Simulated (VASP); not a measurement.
A run of VASP 6.6.1 is set up as follows.

Contents of INCAR:

```
SYSTEM = Hg
PREC = Accurate
ENCUT = 520
EDIFF = 1E-7
ISMEAR = 0
SIGMA = 0.1
LREAL = .FALSE.
LASPH = .TRUE.
NELM = 100
ALGO = Normal
ISIF = 2
LWAVE = .FALSE.
LCHARG = .FALSE.
GGA = PS
NBANDS = 12
```

Contents of KPOINTS:

```
regular mesh
0
G
  16 16 16
  0 0 0
```

The input POSCAR:

```
Hg
1.0
   -1.8903760756      1.8903760756      1.6713795787
    1.8903760756     -1.8903760756      1.6713795787
    1.8903760756      1.8903760756     -1.6713795787
Hg
1
Direct
    0.0000000000      0.0000000000      0.0000000000
```

Potentials or basis: VASP PAW PBE potentials, release 64 (Hg).

The run is started by

```sh
$ cat potpaw_PBE.64/Hg/POTCAR > POTCAR
$ mpirun -np 1 vasp_std > vasp.out
```

Estimate the pressure.

0.3 GPa.

Predict the band gap on the k mesh.

zero (bands 6 and 7 overlap by 4.45 eV).

Caveat: the PAW data sets were made with another functional, which shifts forces and pressure a little; spin-orbit coupling is left out, which moves the levels of the heavy elements.
